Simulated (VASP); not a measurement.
# Zn35O36 (a cell with a defect) in VASP: single point with LDA

Aim: the single point of Zn35O36 (a cell with a defect) with LDA.

Program: VASP 6.6.1. These are calculated values, not measurements. Logs are shortened: lines on timing, memory, paths and dates and some standing lists are left out, and cuts for length are marked.

### 1 The cell of the first run

The cell holds a defect, 71 atoms: a = 9.561 Å, b = 9.561 Å, c = 10.305 Å, α = 90.00°, β = 90.00°, γ = 120.00°.

### 2 Single point, LDA

INCAR

```
PREC = Accurate
ENCUT = 520
EDIFF = 1E-6
ISMEAR = 0
SIGMA = 0.02
LREAL = Auto
LASPH = True
NELM = 80
ALGO = Normal
ISIF = 2
LWAVE = False
LCHARG = True
LELF = True
LVHAR = True
NBANDS = 359
NELECT = 638.0
```

KPOINTS

```
Automatic mesh
0
Gamma
  1 1 1
```

POSCAR

```
Zn35O36
1.0
    9.5613318899      0.0000000000      0.0000000000
   -4.7806659450      8.2803563107      0.0000000000
    0.0000000000      0.0000000000     10.3049808845
Zn O
35 36
Direct
    0.1146924713      0.2186408328      0.7514538927
    0.1109955802      0.5554978346      0.2490499525
    0.1118332512      0.5559166571      0.7543941214
    0.1101765723      0.8870196794      0.2462146246
    0.1146925497      0.8960522617      0.7514550572
    0.4463136194      0.2231567013      0.2462146246
    0.4372811060      0.2186408328      0.7514550572
    0.4438030008      0.5542725250      0.2499214728
    0.4440434052      0.5547535429      0.7520016861
    0.4438029510      0.8895303201      0.2499217639
    0.4440432575      0.8892901131      0.7520014920
    0.7778355271      0.2223377752      0.2490499525
    0.7774167045      0.2215001301      0.7543941214
    0.7778356706      0.5554977138      0.2490502436
    0.7774166292      0.5559167779      0.7543937332
    0.7790608457      0.8895303201      0.2499214728
    0.7785798534      0.8892899923      0.7520016861
    0.1101763213      0.2231570636      0.2462153039
    0.2222222582      0.1111110398      0.4818156439
    0.2213314794      0.4384154333     -0.0017537150
    0.2219868831      0.4448941400      0.5015734680
    0.2213314175      0.7829152221     -0.0017534239
    0.2219866550      0.7770930089      0.5015739532
    0.5504181779      0.1120019435     -0.0017534239
    0.5562403058      0.1113466577      0.5015739532
    0.5504181067      0.4384161579     -0.0017532298
    0.5562402225      0.4448935362      0.5015737591
    0.5555554705      0.7777778828      0.0020946182
    0.5555555147      0.7777777620      0.5014007360
    0.8949179255      0.1120018228     -0.0017537150
    0.8884391963      0.1113464162      0.5015734680
    0.8888889445      0.4444444009     -0.0023406157
    0.8888888399      0.4444444009      0.5015463937
    0.8949171767      0.7829152221     -0.0017532298
    0.8884397863      0.7770931296      0.5015737591
    0.2222220652      0.1111112814      0.2333037807
    0.2222222140      0.1111111606      0.6751971768
    0.2230079242      0.4463438361      0.1887522182
    0.2233008863      0.4462440819      0.6889656642
    0.2230081917      0.7766640418      0.1887521211
    0.2233005880      0.7770570201      0.6889660524
    0.5566692413      0.1103250833      0.1887521211
    0.5562763290      0.1100327046      0.6889660524
    0.5566693444      0.4463439569      0.1887522182
    0.5562761331      0.4462438404      0.6889659554
    0.5555555147      0.7777777620      0.1914272352
    0.5555554705      0.7777778828      0.6897975920
    0.8869895113      0.1103254456      0.1887522182
    0.8870892201      0.1100324631      0.6889656642
    0.8888889445      0.4444444009      0.1887160221
    0.8888889003      0.4444445217      0.6902813387
    0.8869893267      0.7766640418      0.1887522182
    0.8870894461      0.7770571408      0.6889659554
    0.1070933847      0.2262399020      0.4399186229
    0.1032234858      0.2301097837      0.9317174003
    0.1104488421      0.5552245371      0.4383702455
    0.1127470158      0.5563730384      0.9418840373
    0.1070935528      0.8808536404      0.4399180407
    0.1032227814      0.8731123069      0.9317181766
    0.4524796197      0.2262397812      0.4399180407
    0.4602210781      0.2301105084      0.9317181766
    0.4447517522      0.5561700279      0.4391603488
    0.4455481552      0.5577628337      0.9403865091
    0.4447515546      0.8885816895      0.4391606400
    0.4455480914      0.8877853469      0.9403862179
    0.7781087199      0.2228843700      0.4383702455
    0.7769601981      0.2205862805      0.9418840373
    0.7781088579      0.5552245371      0.4383704396
    0.7769599942      0.5563734007      0.9418837462
    0.7771632373      0.8885815687      0.4391603488
    0.7755704626      0.8877852262      0.9403865091
```

Potentials or basis: VASP PAW LDA potentials, release 64 (Zn, O).

Launch:

```bash
$ cat potpaw_LDA.64/Zn/POTCAR potpaw_LDA.64/O/POTCAR > POTCAR
$ mpirun -np 1 vasp_gam > vasp.out
```

OUTCAR:

```text
PREC = Accurate
   ENCUT = 520
   EDIFF = 1E-6
   ISMEAR = 0
   LREAL = Auto
   LASPH = True
   NELM = 80
   ISIF = 2
   NELECT = 638.0

 ion  position               nearest neighbor table
   1  0.115  0.219  0.751-  55 1.87  37 1.95  39 1.99  49 1.99
   2  0.111  0.555  0.249-  40 1.93  38 1.93  50 1.94  56 1.95
   3  0.112  0.556  0.754-  57 1.93  41 1.95  39 1.95  51 1.96
   4  0.110  0.887  0.246-  36 1.86  52 1.94  40 1.94  58 2.00
   5  0.115  0.896  0.751-  59 1.87  37 1.95  53 1.99  41 1.99
   6  0.446  0.223  0.246-  36 1.86  44 1.94  42 1.94  60 2.00
[... 51 lines left out ...]
  58  0.107  0.881  0.440-  35 1.92  23 1.92  19 1.95   4 2.00
  59  0.103  0.873  0.932-  34 1.86  22 1.86   5 1.87
  60  0.452  0.226  0.440-  27 1.92  25 1.92  19 1.95   6 2.00
  61  0.460  0.230  0.932-  24 1.86  26 1.86   7 1.87
  62  0.445  0.556  0.439-  29 1.94   8 1.95  21 1.95  27 1.95
  63  0.446  0.558  0.940-  28 1.93   9 1.94  20 1.95  26 1.95
  64  0.445  0.889  0.439-  29 1.94  10 1.95  23 1.95  25 1.95
  65  0.446  0.888  0.940-  28 1.93  11 1.94  24 1.95  22 1.95
  66  0.778  0.223  0.438-  33 1.95  31 1.95  25 1.95  12 1.95
  67  0.777  0.221  0.942-  13 1.93  32 1.94  24 1.96  30 1.96
  68  0.778  0.555  0.438-  33 1.95  35 1.95  27 1.95  14 1.95
  69  0.777  0.556  0.942-  15 1.93  32 1.94  34 1.96  26 1.96
  70  0.777  0.889  0.439-  29 1.94  16 1.95  31 1.95  35 1.95
  71  0.776  0.888  0.940-  28 1.93  17 1.94  30 1.95  34 1.95

  LATTYP: Found a hexagonal cell.
 ALAT       =     9.5613318899
 C/A-ratio  =     1.0777767160

  Lattice vectors:

 A1 = (   9.5613318899,   0.0000000000,   0.0000000000)
 A2 = (  -4.7806659450,   8.2803563107,   0.0000000000)
 A3 = (   0.0000000000,   0.0000000000,  10.3049808845)

Analysis of symmetry for initial positions (statically):
=====================================================================
 Subroutine PRICEL returns:
 Original cell was already a primitive cell.

 Routine SETGRP: Setting up the symmetry group for a
 hexagonal supercell.

 Subroutine GETGRP returns: Found  6 space group operations
 (whereof  2 operations were pure point group operations)
 out of a pool of 24 trial point group operations.

The static configuration has the point symmetry C_1h.
 The point group associated with its full space group is C_3v.

Analysis of symmetry for dynamics (positions and initial velocities):
=====================================================================
 Subroutine PRICEL returns:
 Original cell was already a primitive cell.

 Routine SETGRP: Setting up the symmetry group for a
 hexagonal supercell.

 Subroutine GETGRP returns: Found  6 space group operations
 (whereof  2 operations were pure point group operations)
 out of a pool of 24 trial point group operations.

The dynamic configuration has the point symmetry C_1h.
 The point group associated with its full space group is C_3v.

 Subroutine INISYM returns: Found  6 space group operations
 (whereof  2 operations are pure point group operations),
 and found     1 'primitive' translations

----------------------------------------------------------------------------------------

                                     Primitive cell

  volume of cell :     815.8581

  direct lattice vectors                    reciprocal lattice vectors
     9.561331890  0.000000000  0.000000000     0.104587939  0.060383875  0.000000000
    -4.780665945  8.280356311  0.000000000     0.000000000  0.120767750  0.000000000
     0.000000000  0.000000000 10.304980885     0.000000000  0.000000000  0.097040452

[... 151 lines left out ...]

 KPOINTS: Automatic mesh

Automatic generation of k-mesh.
 Grid dimensions read from file:
 generate k-points for:    1    1    1

 Generating k-lattice:

  Cartesian coordinates                     Fractional coordinates (reciprocal lattice)
     0.104587939  0.060383875  0.000000000     1.000000000  0.000000000  0.000000000
     0.000000000  0.120767750  0.000000000     0.000000000  1.000000000  0.000000000
     0.000000000  0.000000000  0.097040452     0.000000000  0.000000000  1.000000000

  Length of vectors
     0.120767750  0.120767750  0.097040452

  Shift w.r.t. Gamma in fractional coordinates (k-lattice)
     0.000000000  0.000000000  0.000000000

 Subroutine IBZKPT returns following result:
 ===========================================

 Found      1 irreducible k-points:

 Following reciprocal coordinates:
            Coordinates               Weight
  0.000000  0.000000  0.000000      1.000000
   k-points           NKPTS =      1   k-points in BZ     NKDIM =      1   number of bands    NBANDS=    359
   number of dos      NEDOS =    301   number of ions     NIONS =     71
   total plane-waves  NPLWV = 414720
   dimension x,y,z NGX =    72 NGY =   72 NGZ =   80
   dimension x,y,z NGXF=   144 NGYF=  144 NGZF=  160
   ions per type =              35  36
   NGX,Y,Z   is equivalent  to a cutoff of  12.52, 12.52, 12.91 a.u.
   NGXF,Y,Z  is equivalent  to a cutoff of  25.04, 25.04, 25.81 a.u.
 SYSTEM =  unknown system
   PREC   = accura    normal or accurate (medium, high low for compatibility)
   ISTART =      0    job   : 0-new  1-cont  2-samecut
   ICHARG =      2    charge: 1-file 2-atom 10-const
   ISPIN  =      1    spin polarized calculation?
   LNONCOLLINEAR =      F non collinear calculations
   LSORBIT =      F    spin-orbit coupling
   LASPH  =      T    aspherical Exc in radial PAW
   ENCUT  =  520.0 eV  38.22 Ry    6.18 a.u.  17.78 17.78 19.16*2*pi/ulx,y,z
   NELM   =     80;   NELMIN=  2; NELMDL= -5     # of ELM steps
   EDIFF  = 0.1E-05   stopping-criterion for ELM
   LREAL  =      T    real-space projection
   EDIFFG = 0.1E-04   stopping-criterion for IOM
   NSW    =      0    number of steps for IOM
   IBRION =     -1    ionic relax: 0-MD 1-quasi-New 2-CG
   NFREE  =      0    steps in history (QN), initial steepest desc. (CG)
   ISIF   =      2    stress and relaxation
   ISYM   =      2    0-nonsym 1-usesym 2-fastsym
   POTIM  = 0.5000    time-step for ionic-motion
   TEBEG  =    0.0;   TEEND  =   0.0 temperature during run
   PSTRESS=    0.0 pullay stress
   NELECT =     638.0000    total number of electrons
   NUPDOWN=      -1.0000    fix difference up-down
   EMIN   =  10.00;   EMAX   =-10.00  energy-range for DOS
   EFERMI =   0.00;   METHOD = LEGACY
   ISMEAR =     0;   SIGMA  =   0.02  broadening in eV -4-tet -1-fermi 0-gaus
   EFERMI_NEDOS =   21; number of points for ismear=-14 and -15
   IALGO  =     38    algorithm
   IMIX   =      4    mixing-type and parameters
     AMIX     =   0.40;   BMIX     =  1.00
     AMIX_MAG =   1.60;   BMIX_MAG =  1.00
  volume/ion in A,a.u.               =      11.49        77.54
  Fermi-wavevector in a.u.,A,eV,Ry     =   1.508262  2.850202 30.951280  2.274855
  Thomas-Fermi vector in A             =   2.618740
   LORBIT       =      0    0 simple, 1 ext, 2 COOP (PROOUT), +10 PAW based schemes
   GGA     = CA    functional components
   LHFCALC =     F    Hartree Fock is set to
   AEXX    =    0.0000 exact exchange contribution
   IVDW    =     0    specifies the selected vdW correction
   LEPSILON=     F    determine dielectric tensor
   LRPA    =     F    only Hartree local field effects (RPA)
 non-spin polarized calculation
 Gauss-broadening in eV      SIGMA  =   0.02
  energy-cutoff  :      520.00
  volume of cell :      815.86
 maximum number of plane-waves:     10973
 NGX is ok and might be reduce to    70
   NGX = 35   NGY = 35   NGZ = 39

 number of electron     637.9999861 magnetization

 Free energy of the ion-electron system (eV)
  ---------------------------------------------------
  ext. energy  EPLUGINS =         0.00000000
  ---------------------------------------------------
  free energy    TOTEN  =      -368.48920907 eV

  energy without entropy =     -368.48920907  energy(sigma->0) =     -368.48920907

 E-fermi :   1.6359     XC(G=0): -11.6261

 val. band max:        1.5423233966   @ k =   0.0000   0.0000   0.0000
 cond. band min:       2.1388687425   @ k =   0.0000   0.0000   0.0000
 fundamental gap:      0.5965453459
 Fermi energy:         1.6359263019

 k-point     1 :       0.0000    0.0000    0.0000
  band No.  band energies     occupation
      1     -17.0271      2.00000
      2     -16.6343      2.00000
      3     -16.5780      2.00000
      4     -16.5387      2.00000
      5     -16.5129      2.00000
      6     -16.5128      2.00000
[... 323 lines left out ...]
    330       6.4431      0.00000
    331       6.4431      0.00000
 [bands above 331 left out]

------------------------ aborting loop because EDIFF is reached ----------------------------------------

  FORCE on cell =-STRESS in cart. coord.  units (eV):
  Direction    XX          YY          ZZ          XY          YZ          ZX
  --------------------------------------------------------------------------------------
  -------------------------------------------------------------------------------------
  Total       27.1985766     27.1985766     19.9778940     -0.0000000     -0.0000000      0.0000000
  in kB       53.4124069     53.4124069     39.2324723     -0.0000000     -0.0000000      0.0000000
  external PRESSURE =      48.6857620 kB  Pullay stress =       0.0000000 kB

 VOLUME and BASIS-vectors are now :
 -----------------------------------------------------------------------------
  energy-cutoff  :      520.00
  volume of cell :      815.86
      direct lattice vectors                 reciprocal lattice vectors
     9.561331890  0.000000000  0.000000000     0.104587939  0.060383875  0.000000000
    -4.780665945  8.280356311  0.000000000     0.000000000  0.120767750  0.000000000
     0.000000000  0.000000000 10.304980885     0.000000000  0.000000000  0.097040452

 POSITION                                       TOTAL-FORCE (eV/Angst)
 -----------------------------------------------------------------------------------
      0.05136      1.81042      7.74372         0.001703     -0.000983     -0.035190
     -1.59438      4.59972      2.56645        -0.004132     -0.002385      0.004502
     -1.58838      4.60319      7.77402         0.000328      0.000189     -0.008203
     -3.18711      7.34484      2.53724         0.000000     -0.032882     -0.011396
     -3.18711      7.41963      7.74373        -0.000000      0.001966     -0.035190
      3.20051      1.84782      2.53724         0.028476      0.016441     -0.011396
[... 63 lines left out ...]
      3.18270      7.35777      4.52554         0.001874      0.001082     -0.005956
      3.17128      7.35118      9.69067        -0.003375     -0.001948      0.003674
 -----------------------------------------------------------------------------------
    total drift:                                0.063117     -0.069952     -0.062635

  FREE ENERGIE OF THE ION-ELECTRON SYSTEM (eV)
  ---------------------------------------------------
  free  energy   TOTEN  =      -368.4892090711 eV

  energy  without entropy=     -368.4892090711  energy(sigma->0) =     -368.48920907
```

Run time: 19 min. Hardware: 1 thread of Intel Xeon 8259CL, shared host; peak memory 0.65 GiB.

Results:

```
Free energy   : -368.4892 eV
Largest force : 0.071 eV/Å
```

Forces in eV/Å, atoms in the order of the input:
```
Zn   0.002 -0.001 -0.035
Zn  -0.004 -0.002  0.005
Zn   0.000  0.000 -0.008
Zn   0.000 -0.033 -0.011
Zn   0.000  0.002 -0.035
Zn   0.028  0.016 -0.011
Zn  -0.002 -0.001 -0.035
Zn   0.000  0.003  0.007
Zn   0.000 -0.002 -0.001
Zn   0.002 -0.001  0.007
Zn  -0.001  0.001 -0.001
Zn   0.000  0.005  0.005
Zn   0.000  0.000 -0.008
Zn   0.004 -0.002  0.005
Zn   0.000  0.000 -0.008
Zn  -0.002 -0.001  0.007
Zn   0.001  0.001 -0.001
Zn  -0.028  0.016 -0.011
Zn   0.000  0.000 -0.009
Zn   0.007  0.027  0.020
Zn   0.001  0.012  0.000
Zn   0.027 -0.008  0.020
Zn   0.011 -0.005  0.000
Zn   0.020 -0.020  0.020
Zn   0.010 -0.007  0.000
Zn  -0.007  0.027  0.020
Zn  -0.001  0.012  0.000
Zn   0.000  0.000  0.013
Zn   0.000  0.000  0.002
Zn  -0.020 -0.020  0.020
Zn  -0.010 -0.007  0.000
Zn   0.000  0.000  0.004
Zn   0.000  0.000  0.008
Zn  -0.027 -0.008  0.020
Zn  -0.011 -0.005  0.000
O    0.000  0.000 -0.025
O    0.000  0.000 -0.037
O   -0.002  0.000 -0.009
O   -0.007 -0.016  0.006
O   -0.001 -0.002 -0.009
O   -0.017  0.002  0.006
O    0.001  0.001 -0.009
O   -0.010  0.014  0.006
O    0.002  0.000 -0.009
O    0.007 -0.016  0.006
O    0.000  0.000 -0.004
O    0.000  0.000  0.004
O   -0.001  0.001 -0.009
O    0.010  0.014  0.006
O    0.000  0.000 -0.003
O    0.000  0.000 -0.006
O    0.001 -0.002 -0.009
O    0.017  0.002  0.006
O   -0.001  0.001 -0.011
O    0.057 -0.033  0.025
O    0.004  0.002 -0.009
O    0.015  0.008  0.022
O    0.000 -0.002 -0.011
O    0.000  0.066  0.025
O    0.001  0.001 -0.011
O   -0.057 -0.033  0.025
O    0.000 -0.002 -0.006
O    0.000  0.004  0.004
O   -0.002  0.001 -0.006
O    0.003 -0.002  0.004
O    0.000 -0.004 -0.009
O    0.000 -0.017  0.022
O   -0.004  0.002 -0.009
O   -0.015  0.008  0.022
O    0.002  0.001 -0.006
O   -0.003 -0.002  0.004
```

Caveat: the k points lie up to 0.76 Å⁻¹ apart; the cell carries a net charge on a neutralising background, which shifts energy and pressure; the cell is charged against a uniform background, so pressure and absolute levels hang on convention.
